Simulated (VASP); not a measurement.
# Ag (Fm-3m) in VASP: a series of runs

The runs below take Ag through relaxation of cell and atoms, elastic constants, single point, with PBE+D4+U, LDA, PBEsol+D3(BJ)+U.

Program: VASP 6.6.1. These are calculated values, not measurements. Logs are shortened: lines on timing, memory, paths and dates and some standing lists are left out, and cuts for length are marked.

## (1) The cell of the first run

Symmetry: Fm-3m, No. 225, cubic system. The conventional cell has a = 4.085 Å, b = 4.085 Å, c = 4.085 Å, α = 90.00°, β = 90.00°, γ = 90.00°. Within 3.8 Å of Ag (site symmetry m-3m) lie 12 Ag at 2.89 Å.

## (2) Relaxation of cell and atoms, PBE+D4+U, non-collinear spin, zero start, spin-orbit coupling

Input file INCAR:

```
SYSTEM = Ag
PREC = Accurate ; ENCUT = 630
EDIFF = 1E-7 ; ISMEAR = -5
SIGMA = 0.05 ; LREAL = .False.
LASPH = .True. ; NELM = 200
ALGO = Normal ; ISIF = 3
LWAVE = .False. ; LCHARG = .False.
LNONCOLLINEAR = .True. ; MAGMOM = 0 0 0
LORBIT = 11 ; LSORBIT = .True.
GGA_COMPAT = .False. ; LORBMOM = .True.
LMAXMIX = 4 ; LDAU = .True.
LDAUTYPE = 2 ; LDAUL = 2
LDAUU = 4.5 ; LDAUJ = 0
LDAUPRINT = 1 ; GGA = PE
IVDW = 13 ; IBRION = 2
NSW = 60 ; EDIFFG = -0.01
NELMIN = 4
```

Input file KPOINTS:

```
Automatic mesh
0
Gamma
  11 11 11
  0 0 0
```

Input file POSCAR:

```
Ag
1.0
    0.0000000000      2.0427500000      2.0427500000
    2.0427500000      0.0000000000      2.0427500000
    2.0427500000      2.0427500000      0.0000000000
Ag
1
Direct
    0.0000000000      0.0000000000      0.0000000000
```

Potentials or basis: VASP PAW PBE potentials, release 64 (Ag_sv_GW).

The run is started by

```
> cat potpaw_PBE.64/Ag_sv_GW/POTCAR > POTCAR
> mpirun -np 1 vasp_ncl > vasp.out
```

OUTCAR:

```text
SYSTEM = Ag
   PREC = Accurate
   ENCUT = 630
   EDIFF = 1E-7
   ISMEAR = -5
   LREAL = .False.
   LASPH = .True.
   NELM = 200
   ISIF = 3
   LNONCOLLINEAR = .True.
   LORBIT = 11
   LSORBIT = .True.
   GGA = PE
   IVDW = 13
   IBRION = 2
   NSW = 60
   EDIFFG = -0.01
   NELMIN = 4

 ion  position               nearest neighbor table
   1  0.000  0.000  0.000-

  LATTYP: Found a face centered cubic cell.
 ALAT       =     4.0855000000

  Lattice vectors:

 A1 = (   0.0000000000,   2.0427500000,   2.0427500000)
 A2 = (   2.0427500000,   0.0000000000,   2.0427500000)
 A3 = (   2.0427500000,   2.0427500000,   0.0000000000)

Analysis of symmetry for initial positions (statically):
=====================================================================
 Subroutine PRICEL returns:
 Original cell was already a primitive cell.

 Routine SETGRP: Setting up the symmetry group for a
 face centered cubic supercell.

 Subroutine GETGRP returns: Found 48 space group operations
 (whereof 48 operations were pure point group operations)
 out of a pool of 48 trial point group operations.

The static configuration has the point symmetry O_h .

Analysis of symmetry for dynamics (positions and initial velocities):
=====================================================================
 Subroutine PRICEL returns:
 Original cell was already a primitive cell.

 Routine SETGRP: Setting up the symmetry group for a
 face centered cubic supercell.

 Subroutine GETGRP returns: Found 48 space group operations
 (whereof 48 operations were pure point group operations)
 out of a pool of 48 trial point group operations.

The dynamic configuration has the point symmetry O_h .

Analysis of structural, dynamic, and magnetic symmetry:
=====================================================================
 Subroutine PRICEL returns:
 Original cell was already a primitive cell.

 Routine SETGRP: Setting up the symmetry group for a
 face centered cubic supercell.

 Subroutine GETGRP returns: Found 48 space group operations
 (whereof 48 operations were pure point group operations)
 out of a pool of 48 trial point group operations.

The overall configuration has the point symmetry O_h .

 Subroutine INISYM returns: Found 48 space group operations
 (whereof 48 operations are pure point group operations),
 and found     1 'primitive' translations

----------------------------------------------------------------------------------------

                                     Primitive cell

  volume of cell :      17.0481

  direct lattice vectors                    reciprocal lattice vectors
     0.000000000  2.042750000  2.042750000    -0.244768082  0.244768082  0.244768082
     2.042750000  0.000000000  2.042750000     0.244768082 -0.244768082  0.244768082
     2.042750000  2.042750000  0.000000000     0.244768082  0.244768082 -0.244768082

  length of vectors
     2.888884755  2.888884755  2.888884755     0.423950755  0.423950755  0.423950755

  position of ions in fractional coordinates (direct lattice)
     0.000000000  0.000000000  0.000000000

  ion indices of the primitive-cell ions
   primitive index   ion index
                 1           1

[... 119 lines left out ...]
 number of electron      18.9999992 magnetization       0.0000000      0.0000000      0.0000000

 number of electron      18.9999992 magnetization      -0.0000000     -0.0000000     -0.0000000

 number of electron      18.9999992 magnetization       0.0000000     -0.0000000     -0.0000000

 Free energy of the ion-electron system (eV)
  ---------------------------------------------------
  ext. energy  EPLUGINS =         0.00000000
  ---------------------------------------------------
  free energy    TOTEN  =         1.71179352 eV

  energy without entropy =        1.71179352  energy(sigma->0) =        1.71179352

------------------------ aborting loop because EDIFF is reached ----------------------------------------

  DFT-D4 for vdW energy calculation

  Edisp (eV):   -0.56794
[... 71 lines left out ...]
--------------------------------------- Ionic step        3  -------------------------------------------

 number of electron      18.9999990 magnetization      -0.0000000      0.0000000     -0.0000000

atom =   1  type =  1  l = 2

 onsite density matrix

spin component  1

  0.8591  0.0000 -0.0000  0.0000 -0.0000     -0.0000  0.0000  0.0000 -0.0000  0.0057
  0.0000  0.8591  0.0000  0.0000  0.0000     -0.0000 -0.0000  0.0000  0.0032 -0.0000
 -0.0000  0.0000  0.8685 -0.0000  0.0000     -0.0000 -0.0000  0.0000  0.0000  0.0000
  0.0000  0.0000 -0.0000  0.8591  0.0000      0.0000 -0.0032 -0.0000 -0.0000 -0.0000
 -0.0000  0.0000  0.0000  0.0000  0.8685     -0.0057  0.0000 -0.0000  0.0000  0.0000
[... 19 lines left out ...]
  0.8591  0.0000 -0.0000  0.0000  0.0000     -0.0000 -0.0000 -0.0000  0.0000 -0.0057
  0.0000  0.8591  0.0000  0.0000  0.0000      0.0000 -0.0000 -0.0000 -0.0032  0.0000
 -0.0000  0.0000  0.8685 -0.0000  0.0000      0.0000  0.0000  0.0000 -0.0000 -0.0000
  0.0000  0.0000 -0.0000  0.8591  0.0000     -0.0000  0.0032  0.0000 -0.0000  0.0000
  0.0000  0.0000  0.0000  0.0000  0.8685      0.0057 -0.0000  0.0000 -0.0000  0.0000

 occupancies and eigenvectors

  o =  0.8527  v =  0.5774  0.0000 -0.0000 -0.0000  0.0000 -0.0000  0.5774 -0.0000  0.0000  0.0000      0.0000 -0.0000 -0.0000 -0.0000  0.0000  0.0000  0.0000  0.0000  0.5774  0.0000
  o =  0.8527  v = -0.0000  0.5773  0.0000 -0.0022  0.0000 -0.5773 -0.0000 -0.0000 -0.0000 -0.0000      0.0000 -0.0022  0.0000 -0.5773 -0.0000  0.0022 -0.0000 -0.0000 -0.0000 -0.0000
  o =  0.8577  v =  0.0093 -0.4637  0.1752  0.3484  0.0000 -0.0765  0.0654  0.3245 -0.1909  0.0083      0.0000 -0.3587  0.0643 -0.3871 -0.0074 -0.0104 -0.1909 -0.3904 -0.0747 -0.0608
  o =  0.8577  v =  0.0585  0.0772  0.4601 -0.1982  0.0000 -0.1815  0.0868 -0.1151 -0.5013  0.1156      0.0000  0.0527  0.1065  0.2587 -0.0465 -0.1455 -0.5013  0.1541 -0.1453 -0.1443
  o =  0.8577  v = -0.0316 -0.3085 -0.1864 -0.1902 -0.0000 -0.5441 -0.0206 -0.0204  0.2031  0.2670      0.0000 -0.1458 -0.0334  0.2356  0.0251 -0.3360  0.2031 -0.0335  0.0521 -0.4325
  o =  0.8577  v =  0.6816 -0.0146 -0.0505  0.0035  0.0000 -0.0086 -0.3534  0.0045  0.0550  0.0023      0.0000 -0.0064 -0.0116 -0.0060 -0.5417 -0.0029  0.0550 -0.0095 -0.3282 -0.0068
  o =  0.8731  v = -0.0027 -0.0907  0.1029  0.2195  0.0000  0.0007 -0.2850 -0.5110  0.0472 -0.0566      0.0000 -0.2495  0.6239 -0.0914 -0.0050 -0.0300  0.0472  0.1985  0.2876 -0.0013
  o =  0.8731  v = -0.0295  0.2357  0.5047  0.0137  0.0000 -0.0953 -0.0520  0.0284  0.2316  0.1009      0.0000  0.0398  0.1456  0.3310 -0.0557  0.0534  0.2316 -0.6175  0.0815  0.1798
  o =  0.8731  v = -0.0373  0.2618  0.1465 -0.0718  0.0000  0.4231 -0.0100  0.0806  0.0672 -0.1315      0.0000  0.0021  0.0625 -0.1613 -0.0704 -0.0697  0.0672 -0.1095  0.0474 -0.7985
  o =  0.8731  v =  0.4419  0.0373  0.0467 -0.0038 -0.0000  0.0294 -0.2296  0.0056  0.0214 -0.0047      0.0000  0.0013  0.0187  0.0079  0.8340 -0.0025  0.0214 -0.0493 -0.2124 -0.0554

 number of electron      18.9999990 magnetization       0.0000000     -0.0000000      0.0000000

 Free energy of the ion-electron system (eV)
  ---------------------------------------------------
  ext. energy  EPLUGINS =         0.00000000
  ---------------------------------------------------
  free energy    TOTEN  =         1.70639412 eV

  energy without entropy =        1.70639412  energy(sigma->0) =        1.70639412

 E-fermi :   7.0221     XC(G=0): -12.3661

 val. band max:        6.8591173920   @ k =   0.4545   0.2727   0.0000
 cond. band min:       7.2188860828   @ k =  -0.2727   0.2727   0.0000
 fundamental gap:      0.3597686909
 Fermi energy:         7.0220698761

 k-point     1 :       0.0000    0.0000    0.0000
  band No.  band energies     occupation
      1     -84.0750      1.00000
      2     -84.0750      1.00000
      3     -50.8844      1.00000
      4     -50.8844      1.00000
      5     -45.9203      1.00000
      6     -45.9203      1.00000
[... 685 lines left out ...]
     25      25.5777      0.00000
     26      25.5777      0.00000

 [... further k-points ...]

------------------------ aborting loop because EDIFF is reached ----------------------------------------

  DFT-D4 for vdW energy calculation

  Edisp (eV):   -0.56301
[... 24 lines left out ...]
  FREE ENERGIE OF THE ION-ELECTRON SYSTEM (eV)
  ---------------------------------------------------
  free  energy   TOTEN  =         1.1433879247 eV

  energy  without entropy=        1.1433879247  energy(sigma->0) =        1.14338792

 reached required accuracy - stopping structural energy minimisation

 orbital moment (x)

 # of ion     p       d       f       tot
 ------------------------------------------------
  1        -0.000   0.000  -0.000   0.000
 ------------------------------------------------
           -0.000   0.000  -0.000   0.000

 orbital moment (y)

 # of ion     p       d       f       tot
 ------------------------------------------------
  1         0.000  -0.000  -0.000  -0.000
 ------------------------------------------------
            0.000  -0.000  -0.000  -0.000

 orbital moment (z)

 # of ion     p       d       f       tot
 ------------------------------------------------
  1         0.000   0.000  -0.000  -0.000
 ------------------------------------------------
            0.000   0.000  -0.000  -0.000

 Spin-Orbit-Coupling matrix elements

 Ion:    1  E_soc:     -0.7876118
 l=   1
     0.0000000    -0.1199850    -0.1199850
    -0.1199850     0.0000000    -0.1199850
    -0.1199850    -0.1199850     0.0000000
 l=   2
     0.0000000    -0.0023343     0.0000000    -0.0023343    -0.0089492
    -0.0023343     0.0000000    -0.0067119    -0.0023343    -0.0022373
     0.0000000    -0.0067119     0.0000000    -0.0067119     0.0000000
    -0.0023343    -0.0023343    -0.0067119     0.0000000    -0.0022373
    -0.0089492    -0.0022373     0.0000000    -0.0022373     0.0000000
 l=   3
     0.0000000    -0.0000000     0.0000000     0.0000000     0.0000000    -0.0000000    -0.0000000
    -0.0000000     0.0000000    -0.0000000     0.0000000    -0.0000000    -0.0000000    -0.0000000
     0.0000000    -0.0000000     0.0000000    -0.0000000    -0.0000000    -0.0000000     0.0000000
     0.0000000     0.0000000    -0.0000000     0.0000000    -0.0000000     0.0000000     0.0000000
     0.0000000    -0.0000000    -0.0000000    -0.0000000     0.0000000    -0.0000000     0.0000000
    -0.0000000    -0.0000000    -0.0000000     0.0000000    -0.0000000     0.0000000    -0.0000000
    -0.0000000    -0.0000000     0.0000000     0.0000000     0.0000000    -0.0000000     0.0000000

 total charge

# of ion       s       p       d       f       tot
--------------------------------------------------
    1        2.171   6.051   8.579   0.004  16.805

 magnetization (x)

# of ion       s       p       d       f       tot
--------------------------------------------------
    1        0.000   0.000   0.000   0.000   0.000

 magnetization (y)

# of ion       s       p       d       f       tot
--------------------------------------------------
    1       -0.000  -0.000  -0.000  -0.000  -0.000

 magnetization (z)

# of ion       s       p       d       f       tot
--------------------------------------------------
    1       -0.000   0.000  -0.000   0.000  -0.000
```

Wall time 88 s (1 thread of AMD EPYC 9R45 (Zen 5), shared host); peak memory 0.22 GiB.

What came out:

```yaml
Free_energy: 1.1434 eV
Relaxed_volume: 17.21 Å³/atom
Relaxed_cell: a = 2.898 Å, b = 2.898 Å, c = 2.898 Å, α = 60.00°, β = 60.00°, γ = 60.00°
Space_group_after_relaxing_to_0.1_Å: Fm-3m (No. 225)
Energy_gained_by_relaxing: 0.5 meV/atom
Ionic_steps: 3
Pressure_after_relaxing: 0.0 GPa
Net_moment: 0.00 μB per cell
Valence_electrons_inside_the_program's_atomic_spheres: Ag 16.80
Dispersion_energy_per_atom: -0.563 eV
```

The path:
```
step  energy change (eV)  largest force (eV/Å)  pressure (GPa)  volume (Å³)
   1              0.0000                0.0000            0.93        17.05
   2             -0.0003                0.0000           -0.52        17.29
   3             -0.0005                0.0000           -0.03        17.21
```

Final structure:
```
CELL_PARAMETERS angstrom
0.00000 2.04913 2.04913
2.04913 0.00000 2.04913
2.04913 2.04913 0.00000
ATOMIC_POSITIONS crystal
Ag 0.00000 0.00000 0.00000
```

Moments on the atoms (μB; x, y, z):
```
Ag  0.00 0.00 0.00
```

Caveat: the U is typed as a test and isn't derived for this compound. Zero-point motion and thermal expansion aren't in these numbers.

[end of part 1 of 2]
